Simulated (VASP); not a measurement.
# Lu (Im-3m) in VASP: a series of runs, part 2 of 2

VASP 6.6.1. The steps go on from the part before.

### 3 Single point, PBEsol (volume scaled by 1.12)

INCAR

```
SYSTEM = Lu
PREC = Accurate ; ENCUT = 520
EDIFF = 1E-6 ; ISMEAR = -1
SIGMA = 0.1 ; LREAL = .FALSE.
LASPH = .TRUE. ; NELM = 60
ALGO = Normal ; ISIF = 2
LWAVE = .FALSE. ; LCHARG = .FALSE.
GGA = PS ; NBANDS = 18
```

KPOINTS

```
Automatic mesh
0
G
  13 13 13
  0 0 0
```

POSCAR

```
Lu
1.0
   -1.9858212199      1.9858212199      1.9858212199
    1.9858212199     -1.9858212199      1.9858212199
    1.9858212199      1.9858212199     -1.9858212199
Lu
1
Direct
    0.0000000000      0.0000000000      0.0000000000
```

Potentials or basis: VASP PAW PBE potentials, release 64 (Lu).

On the command line:

```console
> cat potpaw_PBE.64/Lu/POTCAR > POTCAR
> mpirun -np 1 vasp_std > vasp.out
```

OUTCAR:

```text
SYSTEM = Lu
   PREC = Accurate
   ENCUT = 520
   EDIFF = 1E-6
   ISMEAR = -1
   LREAL = .FALSE.
   LASPH = .TRUE.
   NELM = 60
   ISIF = 2
   GGA = PS

 ion  position               nearest neighbor table
   1  0.000  0.000  0.000-

  LATTYP: Found a body centered cubic cell.
 ALAT       =     3.9716424398

  Lattice vectors:

 A1 = (  -1.9858212199,   1.9858212199,   1.9858212199)
 A2 = (   1.9858212199,  -1.9858212199,   1.9858212199)
 A3 = (   1.9858212199,   1.9858212199,  -1.9858212199)

Analysis of symmetry for initial positions (statically):
=====================================================================
 Subroutine PRICEL returns:
 Original cell was already a primitive cell.

 Routine SETGRP: Setting up the symmetry group for a
 body centered cubic supercell.

 Subroutine GETGRP returns: Found 48 space group operations
 (whereof 48 operations were pure point group operations)
 out of a pool of 48 trial point group operations.

[... 154 lines left out ...]
  ext. energy  EPLUGINS =         0.00000000
  ---------------------------------------------------
  free energy    TOTEN  =        -4.78860740 eV

  energy without entropy =       -4.71413580  energy(sigma->0) =       -4.75137160

 E-fermi :   1.9370     XC(G=0): -10.4343

 val. band max:        1.9128029241   @ k =  -0.3077   0.4615   0.0769
 cond. band min:       1.9380711687   @ k =   0.3077   0.2308   0.0769
 fundamental gap:      0.0252682446
 Fermi energy:         1.9370059960

 k-point     1 :       0.0000    0.0000    0.0000
  band No.  band energies     occupation
      1     -54.6100      2.00000
      2     -25.0578      2.00000
      3     -25.0578      2.00000
      4     -25.0578      2.00000
      5      -4.0181      2.00000
      6      -3.3180      2.00000
[... 481 lines left out ...]
      5      -3.3025      2.00000
      6      -3.2904      2.00000
[... 10 lines left out ...]
     17       6.8136      0.00000
     18      11.4429      0.00000

 [... further k-points ...]

------------------------ aborting loop because EDIFF is reached ----------------------------------------

  FORCE on cell =-STRESS in cart. coord.  units (eV):
  Direction    XX          YY          ZZ          XY          YZ          ZX
  --------------------------------------------------------------------------------------
  -------------------------------------------------------------------------------------
  Total       -0.8074798     -0.8074798     -0.8074798      0.0000000      0.0000000     -0.0000000
  in kB      -41.3011209    -41.3011209    -41.3011209      0.0000000      0.0000000     -0.0000000
  external PRESSURE =     -41.3011209 kB  Pullay stress =       0.0000000 kB

 VOLUME and BASIS-vectors are now :
 -----------------------------------------------------------------------------
  energy-cutoff  :      520.00
  volume of cell :       31.32
      direct lattice vectors                 reciprocal lattice vectors
    -1.985821220  1.985821220  1.985821220     0.000000000  0.251785002  0.251785002
     1.985821220 -1.985821220  1.985821220     0.251785002  0.000000000  0.251785002
     1.985821220  1.985821220 -1.985821220     0.251785002  0.251785002  0.000000000

 POSITION                                       TOTAL-FORCE (eV/Angst)
 -----------------------------------------------------------------------------------
      0.00000      0.00000      0.00000         0.000000     -0.000000     -0.000000
 -----------------------------------------------------------------------------------
    total drift:                                0.000000     -0.000000     -0.000000

  FREE ENERGIE OF THE ION-ELECTRON SYSTEM (eV)
  ---------------------------------------------------
  free  energy   TOTEN  =        -4.7886073953 eV

  energy  without entropy=       -4.7141358033  energy(sigma->0) =       -4.75137160
```

OSZICAR:

```text
N       E                     dE             d eps       ncg     rms          rms(c)
DAV:   1     0.869739464713E+02    0.86974E+02   -0.10294E+04  3768   0.455E+03
DAV:   2     0.141117546224E+01   -0.85563E+02   -0.83931E+02  3170   0.369E+02
DAV:   3    -0.466148027464E+01   -0.60727E+01   -0.60142E+01  3386   0.741E+01
DAV:   4    -0.489157603044E+01   -0.23010E+00   -0.22915E+00  4508   0.116E+01
DAV:   5    -0.489536778990E+01   -0.37918E-02   -0.37891E-02  3426   0.135E+00    0.358E+00
DAV:   6    -0.481449517293E+01    0.80873E-01   -0.21724E-01  4882   0.713E+00    0.169E+00
DAV:   7    -0.479075142913E+01    0.23744E-01   -0.40564E-02  4102   0.155E+00    0.321E-01
DAV:   8    -0.478845743138E+01    0.22940E-02   -0.52639E-03  4676   0.807E-01    0.106E-01
DAV:   9    -0.478860605916E+01   -0.14863E-03   -0.48948E-04  3604   0.270E-01    0.408E-02
DAV:  10    -0.478860649840E+01   -0.43924E-06   -0.75376E-05  4120   0.960E-02    0.114E-02
DAV:  11    -0.478860739526E+01   -0.89686E-06   -0.43975E-06  3420   0.223E-02
   1 F= -.47886074E+01 E0= -.47513716E+01  d E =-.744716E-01
```

Wall time 39 s (1 thread of Intel Xeon 6975P-C, shared host); peak memory 0.2 GiB.

What came out:

* Free energy: -4.7886 eV
* Pressure: -4.1 GPa

Levels at points of the mesh, in eV from the Fermi level:
| k point | band 9 | band 10 | band 11 | band 12 | band 13 | band 14 | band 15 | band 16 |
| --- | --- | --- | --- | --- | --- | --- | --- | --- |
| (0.00, 0.00, 0.00) | -5.18 | -5.18 | -5.18 | -5.16 | 2.02 | 2.02 | 2.02 | 4.13 |

Caveat: the cell differs from its parent crystal (volume scaled by 1.12); the PAW data sets were made with another functional, which shifts forces and pressure a little; spin-orbit coupling is left out, which moves the levels of the heavy elements.

### 4 Single point, PBEsol

This run uses another cell than the first one, of 27.97 Å³/atom, 0.926 times its volume.

INCAR

```
SYSTEM = Lu
ALGO     = Normal         ! electronic algorithm
EDIFF    = 1E-7           ! SCF threshold, eV
ENCUT    = 520            ! plane-wave cutoff, eV
GGA      = PS             ! functional
ISIF     = 2              ! what is computed and relaxed
ISMEAR   = -1             ! smearing method
LASPH    = .TRUE.         ! aspherical terms in the spheres
LCHARG   = .TRUE.         ! write CHGCAR
LELF     = .TRUE.         ! ELF
LREAL    = .FALSE.        ! projectors in reciprocal space
LVHAR    = .TRUE.       
LWAVE    = .FALSE.        ! write WAVECAR
NBANDS   = 18             ! bands
NELM     = 60             ! most SCF steps
PREC     = Accurate       ! precision mode
SIGMA    = 0.1            ! smearing width, eV
```

KPOINTS

```
k-points
0
G
  19 19 19
  0 0 0
```

POSCAR

```
Lu
1.0
   -1.9122036356      1.9122036356      1.9122036356
    1.9122036356     -1.9122036356      1.9122036356
    1.9122036356      1.9122036356     -1.9122036356
Lu
1
Direct
    0.0000000000      0.0000000000      0.0000000000
```

On the command line:

```console
> cat potpaw_PBE.64/Lu/POTCAR > POTCAR
> mpirun -np 1 vasp_std > vasp.out
```

It took 1.7 min on 1 thread of Intel Xeon 6975P-C, shared host; peak memory 0.25 GiB.

It converged, with:

```yaml
Free_energy: -4.8340 eV
Pressure: 0.1 GPa
```

Levels at points of the mesh, in eV from the Fermi level:
```csv
k point,band 8,band 9,band 10,band 11,band 12,band 13,band 14,band 15,band 16,band 17
"(0.00, 0.00, 0.00)",-5.06,-4.96,-4.96,-4.96,-4.94,2.14,2.14,2.14,4.50,4.50
```

Caveat: the PAW data sets were made with another functional, which shifts forces and pressure a little; spin-orbit coupling is left out, which moves the levels of the heavy elements.

### 5 The runs side by side

```csv
cell,k mesh,gap on the mesh (eV),pressure (GPa)
"a = 3.398 Å, angles 109.5°, 1 atom",13 × 13 × 13,none,-3.0
"a = 3.440 Å, angles 109.5°, 1 atom",13 × 13 × 13,none,-4.1
"a = 3.312 Å, angles 109.5°, 1 atom",19 × 19 × 19,none,0.1
```

Alike in all rows: task single point; level PBEsol; potentials or basis VASP PAW PBE potentials, release 64 (Lu); no spin polarisation; cutoff (eV) 520; smearing fermi-dirac 0.1 eV.

Caveats: the PAW data sets were made with another functional, which shifts forces and pressure a little; spin-orbit coupling is left out, which moves the levels of the heavy elements.

Absolute energies hang on the potentials; compare differences alone.
